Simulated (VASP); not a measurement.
A run of VASP 6.6.1:

INCAR

```
SYSTEM = HfO2
  PREC = Accurate
  ENCUT = 600
  EDIFF = 1E-6
  ISMEAR = 0
  SIGMA = 0.01
  LREAL = .False.
  LASPH = .True.
  NELM = 120
  ALGO = Normal
  ISIF = 2
  LWAVE = .False.
  LCHARG = .False.
  GGA = PE
  NBANDS = 18
  GGA_COMPAT = .False.
```

KPOINTS

```
Automatic mesh
0
Gamma
  2 2 2
  0 0 0
```

The input POSCAR:

```
HfO2
1.0
    0.0000000000      2.5139318800      2.5139318800
    2.5139318800      0.0000000000      2.5139318800
    2.5139318800      2.5139318800      0.0000000000
Hf O
1 2
Direct
    0.0000000000      0.0000000000      0.0000000000
    0.2500000000      0.2500000000      0.2500000000
    0.7500000000      0.7500000000      0.7500000000
```

Potentials or basis: VASP PAW PBE potentials, release 64 (Hf_pv, O).

Launch:

```bash
$ cat potpaw_PBE.64/Hf_pv/POTCAR potpaw_PBE.64/O/POTCAR > POTCAR
$ mpirun -np 1 vasp_std > vasp.out
```

Hardware: 1 thread of AMD EPYC 9R14 (Zen 4) (shared host).

Problem. Estimate the wall time of this run.

Solution. It took 3.3 s on 1 thread of AMD EPYC 9R14 (Zen 4), with other jobs on the host, peak memory 0.12 GiB. Counts: scf iterations 13, k points 3.
